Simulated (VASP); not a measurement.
A run of VASP 6.6.1 is set up as follows.

INCAR

```
SYSTEM = In4Ru
PREC = Accurate
ENCUT = 520
EDIFF = 1E-6
ISMEAR = 0
SIGMA = 0.2
LREAL = .FALSE.
LASPH = .TRUE.
NELM = 100
ALGO = Fast
ISIF = 2
LWAVE = .FALSE.
LCHARG = .FALSE.
GGA = PE
NBANDS = 41
```

File KPOINTS:

```
regular mesh
0
G
  4 4 3
  0 0 0
```

Contents of POSCAR:

```
In4Ru
1.0
    6.2732957850     -0.0000000039      0.0000000000
   -3.1366478891      5.4328335172      0.0000000000
    0.0000000000      0.0000000000      5.0464692948
In Ru
4 1
Direct
    0.5000000000      0.0000000000      0.0000000000
    0.0000000000      0.5000000000      0.0000000000
    0.5000000000      0.5000000000      0.0000000000
    0.0000000000      0.0000000000      0.0000000000
    0.0000000000      0.0000000000      0.5000000000
```

Potentials or basis: VASP PAW PBE potentials, release 64 (In_d, Ru_pv).

Run with:

```bash
$ cat potpaw_PBE.64/In_d/POTCAR potpaw_PBE.64/Ru_pv/POTCAR > POTCAR
$ mpirun -np 1 vasp_std > vasp.out
```

**Question.** Predict the pressure.

**Answer.** 0.2 GPa.

**Question.** Estimate the band gap on the k mesh.

**Answer.** Zero (band 33 reaches 4.80 eV, above the bottom of band 34 at 3.86 eV).

Stress tensor (GPa, compression positive):
```
 0.43  0.00  0.00
 0.00  0.43  0.00
 0.00  0.00 -0.17
```

Caveat: the k points lie up to 0.42 Å⁻¹ apart; spin-orbit coupling is left out, which moves the levels of the heavy elements.
